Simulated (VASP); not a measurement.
Set up this calculation in VASP 6.6.1, as the native input.

```
Task                   : single point
Functional             : PBEsol
Potentials or basis    : VASP PAW PBE potentials, release 64 (Sb)
Cutoff                 : 520 eV
k mesh                 : 10 × 10 × 10
Occupations            : fermi-dirac, width 0.1 eV
Spin                   : no spin polarisation
Dipole correction      : no
Further INCAR settings : ALGO = Normal; EDIFF = 1e-06; NBANDS = 8
```

The structure of Sb lies in POSCAR:

```
Sb
1.0
    3.0152367306      0.0000000000      0.0000000000
    1.5076183653      2.6112716071      0.0000000000
    1.5076183653      0.8704238690      2.4619304812
Sb
1
Direct
    0.0000000000      0.0000000000      0.0000000000
```

The input as run:

INCAR

```
SYSTEM = Sb
  PREC = Accurate
  ENCUT = 520
  EDIFF = 1E-6
  ISMEAR = -1
  SIGMA = 0.1
  LREAL = .False.
  LASPH = .True.
  NELM = 60
  ALGO = Normal
  ISIF = 2
  LWAVE = .False.
  LCHARG = .False.
  GGA = PS
  NBANDS = 8
```

KPOINTS

```
Automatic mesh
0
Gamma
  10 10 10
  0 0 0
```

Potentials or basis: VASP PAW PBE potentials, release 64 (Sb).

Command:

```bash
$ cat potpaw_PBE.64/Sb/POTCAR > POTCAR
$ mpirun -np 1 vasp_std > vasp.out
```

Results of the run:

The pressure is 40.8 GPa.

Caveat: the PAW data sets were made with another functional, which shifts forces and pressure a little.

Wall time 5.3 s on 1 thread of Intel(R) Xeon(R) 6975P-C (Granite Rapids), with other jobs on the host, peak memory 0.14 GiB.
